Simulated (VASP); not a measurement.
# Tm3BF (P1) in VASP: relaxation of cell and atoms with PBE

Aim: the relaxation of cell and atoms of Tm3BF with PBE.

Program: VASP 6.6.1. These are calculated values, not measurements. Logs are shortened: lines on timing, memory, paths and dates and some standing lists are left out, and cuts for length are marked.

### Step 1. The cell of the first run

The typed cell holds 10 atoms: a = 4.946 Å, b = 4.932 Å, c = 9.885 Å, α = 92.27°, β = 88.86°, γ = 89.35°.

### Step 2. Relaxation of cell and atoms, PBE

INCAR

```
ALGO = Normal
EDIFF = 1E-7
EDIFFG = -0.025
ENCUT = 600
GGA = PE
GGA_COMPAT = False
IBRION = 2
ISIF = 3
ISMEAR = 0
LASPH = True
LCHARG = False
LMAXMIX = 6
LREAL = False
LWAVE = False
NELM = 200
NELMIN = 4
NSW = 80
PREC = Accurate
SIGMA = 0.2
```

KPOINTS

```
k-points
0
Gamma
  4 4 2
```

POSCAR

```
Tm3BF
1.0
   -4.9455384696     -0.0493177686     -0.0281460882
   -0.0288290164      0.0990918386     -4.9312404957
   -0.0986355372     -9.8824109145      0.1934889207
Tm B F
6 2 2
Direct
    0.4962822616      0.0047302555      1.0023436261
    0.4914566412      0.0046030138      0.5048408581
    0.4896479362      0.4949352617      0.7524398799
    0.5166489387      0.4854453539      0.2515172322
    0.9943542733     -0.0062801234      0.7498300268
    1.0113137119     -0.0093383348      0.2466792839
    0.4902049346      0.0080930771      0.7466086908
    0.4942447156      0.0118862455      0.2456099134
    0.0094338342     -0.0026274560      0.4949014673
    0.0064127526      0.0085527068      0.0052290216
```

Potentials or basis: VASP PAW PBE potentials, release 64 (Tm_3, B, F), 4f in core.

On the command line:

```console
> cat potpaw_PBE.64/Tm_3/POTCAR potpaw_PBE.64/B/POTCAR potpaw_PBE.64/F/POTCAR > POTCAR
> mpirun -np 1 vasp_std > vasp.out
```

OUTCAR:

```text
EDIFF = 1E-7
   EDIFFG = -0.025
   ENCUT = 600
   GGA = PE
   IBRION = 2
   ISIF = 3
   ISMEAR = 0
   LASPH = True
   LREAL = False
   NELM = 200
   NELMIN = 4
   NSW = 80
   PREC = Accurate

 ion  position               nearest neighbor table
   1  0.496  0.005  0.002-   8 2.40  10 2.42  10 2.52   7 2.53   4 3.35   6 3.37   3 3.46   5 3.47
                             3 3.52   6 3.55   5 3.55   4 3.62
   2  0.491  0.005  0.505-   9 2.39   7 2.39   9 2.56   8 2.56   3 3.37   5 3.42   5 3.51   4 3.51
                             4 3.52   6 3.52   3 3.58   6 3.58
   3  0.490  0.495  0.752-   7 2.40   7 2.53   2 3.37   5 3.45   1 3.46   5 3.49   5 3.50   1 3.52
                             5 3.53   2 3.58
   4  0.517  0.485  0.252-   8 2.34   8 2.60   1 3.35   6 3.43   2 3.51   6 3.51   6 3.51   6 3.51
                             2 3.52   1 3.62
   5  0.994  0.994  0.750-   7 2.45   7 2.49   9 2.52  10 2.52   2 3.42   3 3.45   1 3.47   3 3.49
                             3 3.50   2 3.51   3 3.53   1 3.55
   6  0.011  0.991  0.247-   8 2.39  10 2.39   9 2.45   8 2.56   1 3.37   4 3.43   4 3.51   4 3.51
                             4 3.51   2 3.52   1 3.55   2 3.58
   7  0.490  0.008  0.747-   2 2.39   3 2.40   5 2.45   5 2.49   1 2.53   3 2.53
   8  0.494  0.012  0.246-   4 2.34   6 2.39   1 2.40   6 2.56   2 2.56   4 2.60
   9  0.009  0.997  0.495-   2 2.39   6 2.45   5 2.52   2 2.56
  10  0.006  0.009  0.005-   6 2.39   1 2.42   1 2.52   5 2.52

  LATTYP: Found a triclinic cell.
 ALAT       =    10.8708725197
 B/A-ratio  =     0.4537188942
 C/A-ratio  =     0.4549648103
 COS(alpha) =     0.0113337908
 COS(beta)  =     0.0231786760
 COS(gamma) =     0.4177134369

  Lattice vectors:

 A1 = (   0.1274645536,   9.7833190759,   4.7377515750)
 A2 = (   0.0288290164,  -0.0990918386,   4.9312404957)
 A3 = (   4.9455384696,   0.0493177686,   0.0281460882)

Analysis of symmetry for initial positions (statically):
=====================================================================
 Subroutine PRICEL returns:
 Original cell was already a primitive cell.

 Routine SETGRP: Setting up the symmetry group for a
 triclinic supercell.

 Subroutine GETGRP returns: Found  1 space group operations
 (whereof  1 operations were pure point group operations)
 out of a pool of  2 trial point group operations.

The static configuration has the point symmetry C_1 .

Analysis of symmetry for dynamics (positions and initial velocities):
=====================================================================
 Subroutine PRICEL returns:
 Original cell was already a primitive cell.

 Routine SETGRP: Setting up the symmetry group for a
 triclinic supercell.

 Subroutine GETGRP returns: Found  1 space group operations
 (whereof  1 operations were pure point group operations)
 out of a pool of  2 trial point group operations.

The dynamic configuration has the point symmetry C_1 .

 Subroutine INISYM returns: Found  1 space group operations
 (whereof  1 operations are pure point group operations),
 and found     1 'primitive' translations

----------------------------------------------------------------------------------------

                                     Primitive cell

  volume of cell :     240.8813

  direct lattice vectors                    reciprocal lattice vectors
    -4.945538470 -0.049317769 -0.028146088    -0.202229780  0.002042390  0.001223317
    -0.028829016  0.099091839 -4.931240496     0.001194338 -0.003984050 -0.202875771
    -0.098635537 -9.882410914  0.193488921     0.001021195 -0.101240023 -0.002040359

  length of vectors
     4.945864454  4.932320258  9.884797035     0.202243793  0.202918401  0.101265731

  position of ions in fractional coordinates (direct lattice)
     0.496282262  0.004730256  0.002343626
     0.491456641  0.004603014  0.504840858
     0.489647936  0.494935262  0.752439880
     0.516648939  0.485445354  0.251517232
     0.994354273  0.993719877  0.749830027
     0.011313712  0.990661665  0.246679284
     0.490204935  0.008093077  0.746608691
     0.494244716  0.011886246  0.245609913
     0.009433834  0.997372544  0.494901467
     0.006412753  0.008552707  0.005229022

  ion indices of the primitive-cell ions
   primitive index   ion index
                 1           1
                 2           2
                 3           3
                 4           4
                 5           5
                 6           6
                 7           7
                 8           8
                 9           9
                10          10

----------------------------------------------------------------------------------------

 KPOINTS: k-points

Automatic generation of k-mesh.
 Grid dimensions read from file:
 generate k-points for:    4    4    2

 Generating k-lattice:

  Cartesian coordinates                     Fractional coordinates (reciprocal lattice)
    -0.050557445  0.000510598  0.000305829     0.250000000  0.000000000  0.000000000
     0.000298584 -0.000996012 -0.050718943     0.000000000  0.250000000  0.000000000
     0.000510598 -0.050620012 -0.001020179    -0.000000000  0.000000000  0.500000000

  Length of vectors
     0.050560948  0.050729600  0.050632865

  Shift w.r.t. Gamma in fractional coordinates (k-lattice)
     0.000000000  0.000000000  0.000000000

 Subroutine IBZKPT returns following result:
 ===========================================

 Found     20 irreducible k-points:

 Following reciprocal coordinates:
            Coordinates               Weight
  0.000000  0.000000  0.000000      1.000000
  0.250000  0.000000 -0.000000      2.000000
  0.500000  0.000000 -0.000000      1.000000
 -0.000000  0.250000  0.000000      2.000000
  0.250000  0.250000  0.000000      2.000000
  0.500000  0.250000  0.000000      2.000000
[... 12 lines left out ...]
  0.250000  0.500000  0.500000      2.000000
  0.500000  0.500000  0.500000      1.000000
   k-points           NKPTS =     20   k-points in BZ     NKDIM =     20   number of bands    NBANDS=     44
   number of dos      NEDOS =    301   number of ions     NIONS =     10
   total plane-waves  NPLWV = 128000
   dimension x,y,z NGX =    40 NGY =   40 NGZ =   80
   dimension x,y,z NGXF=    80 NGYF=   80 NGZF=  160
   ions per type =               6   2   2
   NGX,Y,Z   is equivalent  to a cutoff of  13.45, 13.48, 13.45 a.u.
   NGXF,Y,Z  is equivalent  to a cutoff of  26.89, 26.96, 26.91 a.u.
 SYSTEM =  unknown system
   PREC   = accura    normal or accurate (medium, high low for compatibility)
   ISTART =      0    job   : 0-new  1-cont  2-samecut
   ICHARG =      2    charge: 1-file 2-atom 10-const
   ISPIN  =      1    spin polarized calculation?
   LNONCOLLINEAR =      F non collinear calculations
   LSORBIT =      F    spin-orbit coupling
   LASPH  =      T    aspherical Exc in radial PAW
   ENCUT  =  600.0 eV  44.10 Ry    6.64 a.u.   9.88  9.85 19.74*2*pi/ulx,y,z
   NELM   =    200;   NELMIN=  4; NELMDL= -5     # of ELM steps
   EDIFF  = 0.1E-06   stopping-criterion for ELM
   LREAL  =      F    real-space projection
   EDIFFG = -.3E-01   stopping-criterion for IOM
   NSW    =     80    number of steps for IOM
   IBRION =      2    ionic relax: 0-MD 1-quasi-New 2-CG
   NFREE  =      1    steps in history (QN), initial steepest desc. (CG)
   ISIF   =      3    stress and relaxation
   ISYM   =      2    0-nonsym 1-usesym 2-fastsym
   POTIM  = 0.5000    time-step for ionic-motion
   TEBEG  =    0.0;   TEEND  =   0.0 temperature during run
   PSTRESS=    0.0 pullay stress
   NELECT =      74.0000    total number of electrons
   NUPDOWN=      -1.0000    fix difference up-down
   EMIN   =  10.00;   EMAX   =-10.00  energy-range for DOS
   EFERMI =   0.00;   METHOD = LEGACY
   ISMEAR =     0;   SIGMA  =   0.20  broadening in eV -4-tet -1-fermi 0-gaus
   EFERMI_NEDOS =   21; number of points for ismear=-14 and -15
   IALGO  =     38    algorithm
   IMIX   =      4    mixing-type and parameters
     AMIX     =   0.40;   BMIX     =  1.00
     AMIX_MAG =   1.60;   BMIX_MAG =  1.00
  volume/ion in A,a.u.               =      24.09       162.55
  Fermi-wavevector in a.u.,A,eV,Ry     =   1.104632  2.087452 16.601997  1.220212
  Thomas-Fermi vector in A             =   2.241108
   LORBIT       =      0    0 simple, 1 ext, 2 COOP (PROOUT), +10 PAW based schemes
   GGA     = PE    functional components
   LHFCALC =     F    Hartree Fock is set to
   AEXX    =    0.0000 exact exchange contribution
   IVDW    =     0    specifies the selected vdW correction
   LEPSILON=     F    determine dielectric tensor
   LRPA    =     F    only Hartree local field effects (RPA)
 conjugate gradient relaxation of ions
 non-spin polarized calculation
 Gauss-broadening in eV      SIGMA  =   0.20
  energy-cutoff  :      600.00
  volume of cell :      240.88
 maximum number of plane-waves:      8072
   NGX = 19   NGY = 19   NGZ = 39

--------------------------------------- Ionic step        1  -------------------------------------------

 number of electron      73.9999998 magnetization

 Free energy of the ion-electron system (eV)
  ---------------------------------------------------
  ext. energy  EPLUGINS =         0.00000000
  ---------------------------------------------------
  free energy    TOTEN  =       -52.07822067 eV

  energy without entropy =      -51.91794218  energy(sigma->0) =      -51.99808143

------------------------ aborting loop because EDIFF is reached ----------------------------------------

  FORCE on cell =-STRESS in cart. coord.  units (eV):
  Direction    XX          YY          ZZ          XY          YZ          ZX
  --------------------------------------------------------------------------------------
  -------------------------------------------------------------------------------------
  Total        0.0001862      0.6741897      5.0952627     -1.1879597      1.7379283     -0.2925458
  in kB        0.0012386      4.4842478     33.8901961     -7.9014939     11.5595080     -1.9458145
  external PRESSURE =      12.7918942 kB  Pullay stress =       0.0000000 kB
[... 113 lines left out ...]
  FREE ENERGIE OF THE ION-ELECTRON SYSTEM (eV)
  ---------------------------------------------------
  free  energy   TOTEN  =       -52.2797325053 eV

  energy  without entropy=      -52.1134568156  energy(sigma->0) =      -52.19659466

[... ionic steps 4 to 12 ...]

--------------------------------------- Ionic step       13  -------------------------------------------

 number of electron      74.0000008 magnetization

------------------------ aborting loop because EDIFF is reached ----------------------------------------

  FORCE on cell =-STRESS in cart. coord.  units (eV):
  Direction    XX          YY          ZZ          XY          YZ          ZX
  --------------------------------------------------------------------------------------
  -------------------------------------------------------------------------------------
  Total       -0.3237263     -0.2897241     -0.0866548      0.0120607      0.0786429     -0.0211559
  in kB       -2.1073183     -1.8859782     -0.5640852      0.0785102      0.5119315     -0.1377155
  external PRESSURE =      -1.5191272 kB  Pullay stress =       0.0000000 kB
[... 73 lines left out ...]
  energy  without entropy=      -52.1640331735  energy(sigma->0) =      -52.24567735

--------------------------------------- Ionic step       15  -------------------------------------------

 number of electron      74.0000008 magnetization

 Free energy of the ion-electron system (eV)
  ---------------------------------------------------
  ext. energy  EPLUGINS =         0.00000000
  ---------------------------------------------------
  free energy    TOTEN  =       -52.32795242 eV

  energy without entropy =      -52.16498940  energy(sigma->0) =      -52.24647091

 E-fermi :   2.3773     XC(G=0):  -9.1907

 val. band max:        2.3706113176   @ k =   0.5000   0.0000  -0.0000
 cond. band min:       2.3898161588   @ k =  -0.0000   0.2500   0.5000
 fundamental gap:      0.0192048412
 Fermi energy:         2.3773385893

 k-point     1 :       0.0000    0.0000    0.0000
  band No.  band energies     occupation
      1     -24.0466      2.00000
      2     -23.4668      2.00000
      3     -23.4573      2.00000
      4     -23.3902      2.00000
      5     -23.3826      2.00000
      6     -23.3201      2.00000
[... 966 lines left out ...]
  FREE ENERGIE OF THE ION-ELECTRON SYSTEM (eV)
  ---------------------------------------------------
  free  energy   TOTEN  =       -52.3279524224 eV

  energy  without entropy=      -52.1649893999  energy(sigma->0) =      -52.24647091

 reached required accuracy - stopping structural energy minimisation
```

Run time: 34 min. Hardware: 1 thread of AMD EPYC 9R45 (Zen 5), shared host; peak memory 0.5 GiB.

What came out:

```
Free energy                           : -52.3280 eV
Relaxed volume                        : 24.55 Å³/atom
Relaxed cell                          : a = 4.929 Å, b = 5.053 Å, c = 9.859 Å, α = 90.03°, β = 90.03°, γ = 89.98°
Space group after relaxing (to 0.1 Å) : P4/mmm (No. 123)
Energy gained by relaxing             : 25.0 meV/atom
Ionic steps                           : 15
Pressure after relaxing               : 0.0 GPa
Largest force after relaxing          : 0.020 eV/Å
Band gap on the k mesh                : zero (bands 37 and 38 overlap by 0.96 eV)
```

Forces in eV/Å, atoms in the order of the input:
```
Tm  -0.010  0.000  0.012
Tm  -0.009  0.008  0.002
Tm   0.000 -0.008  0.000
Tm   0.009 -0.006  0.004
Tm  -0.013 -0.002  0.007
Tm   0.004  0.002  0.001
B    0.003 -0.006 -0.005
B   -0.002 -0.002 -0.013
F    0.011  0.016 -0.005
F    0.007 -0.002 -0.003
```

Step by step:
```csv
step,energy change (eV),largest force (eV/Å),pressure (GPa),volume (Å³)
1,0.0000,0.9393,1.28,240.88
2,-0.1913,0.3681,-0.43,247.58
3,-0.2015,0.2406,-0.88,249.70
4,-0.2276,0.1539,0.12,245.47
5,-0.2280,0.1513,0.24,244.94
6,-0.2374,0.1127,0.11,245.26
7,-0.2395,0.0854,0.01,245.50
8,-0.2431,0.0610,-0.02,245.65
9,-0.2451,0.0871,-0.05,245.87
10,-0.2473,0.0498,0.03,245.51
11,-0.2482,0.0660,0.16,244.90
12,-0.2483,0.0605,0.12,245.07
13,-0.2490,0.0329,-0.15,246.13
14,-0.2491,0.0396,-0.08,245.85
15,-0.2497,0.0205,-0.01,245.54
```

Final structure:
```
Tm B F
1.0
    -4.92927    0.00100   -0.00102
    -0.00061    0.00062   -5.05257
     0.00273   -9.85869    0.00386
Tm B F
6 2 2
Direct
  0.49709 0.00100 0.99992
  0.49712 0.99992 0.50004
  0.50016 0.50030 0.74976
  0.50142 0.49987 0.24988
  0.99901 0.00056 0.74981
  0.99981 0.99961 0.24989
  0.49989 0.99994 0.74993
  0.50051 0.99915 0.24998
  0.00274 0.99952 0.50082
  0.00226 0.00013 0.99997
```

Levels at points of the mesh, in eV from the Fermi level:
```tsv
k point	band 35	band 36	band 37	band 38	band 39	band 40
(0.00, 0.00, 0.00)	-0.35	-0.33	-0.21	-0.21	0.18	0.27
(0.50, 0.00, 0.00)	-0.62	-0.35	-0.01	-0.01	0.18	0.27
(0.00, 0.50, 0.00)	-0.35	-0.05	-0.01	0.06	0.48	0.48
(0.50, 0.50, 0.00)	-0.15	-0.01	0.06	0.81	1.07	1.07
(0.00, 0.00, 0.50)	-0.50	-0.50	-0.08	-0.08	-0.04	-0.04
(0.50, 0.00, 0.50)	-0.85	-0.85	-0.35	-0.35	0.84	0.85
(0.00, 0.50, 0.50)	-0.48	-0.48	0.49	0.49	0.61	0.61
(0.50, 0.50, 0.50)	-0.06	-0.06	0.31	0.31	0.96	0.96
```

Caveat: spin-orbit coupling is left out, which moves the levels of the heavy elements; the 4f electrons are frozen in the core, so they carry no moment and show no levels; the run has no spin polarisation, though such a crystal can be magnetic.
